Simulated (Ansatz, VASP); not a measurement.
## Two plane-wave programs on Si2W

```xyz
9
Lattice="4.2133 0.0000 0.0000 -2.1067 3.6488 0.0000 0.0000 0.0000 6.6092" Properties=species:S:1:pos:R:3 pbc="T T T"
Si    2.1067    2.4550    3.3046
Si   -1.0727    3.0519    5.5076
Si    1.0727    3.0519    1.1015
Si    0.0000    1.1939    3.3046
Si    3.1794    0.5969    5.5076
Si    1.0339    0.5969    1.1015
W    -1.0533    1.8244    1.1015
W     1.0533    1.8244    5.5076
W     2.1067    0.0000    3.3046
```

Change from the starting cell: strain -0.080 along x and y, +0.000 along z, atoms carried along.

Alike in both runs: task single point; functional r2SCAN; k mesh 12 × 12 × 6; occupations gaussian, width 0.03 eV; no spin polarisation.

|  | VASP | Ansatz |
| --- | --- | --- |
| version | VASP 6.6.1 | Ansatz 0.2.0 |
| potentials or method | VASP PAW PBE potentials, release 64 (Si, W_sv), cutoff 520 eV | scalar-relativistic, plane waves, PAW |
| valence electrons in the cell | 66 | 66 |

|  | VASP | Ansatz | Ansatz less VASP |
| --- | --- | --- | --- |
| gap on the k mesh at the Fermi level (eV) | 0.47 | 0.47 | -0.005 |
| least direct gap on the mesh (eV) | 0.91 | 0.91 | 0.000 |
| pressure (GPa) | 59.9 | 59.3 | -0.56 |
| traceless stress, the component that is largest in VASP (GPa) | -27.99 | -28.12 | -0.138 |
| rms of the force components (eV/Å) | 0.065 | 0.069 | +0.0042 |

VASP's potentials were made for PBE, not for r2SCAN. Atom by atom the forces differ by 0.004 eV/Å (rms over components). Both programs put the cell under a high pressure, so it lies far from rest at this level.

Spin-orbit coupling is off throughout.
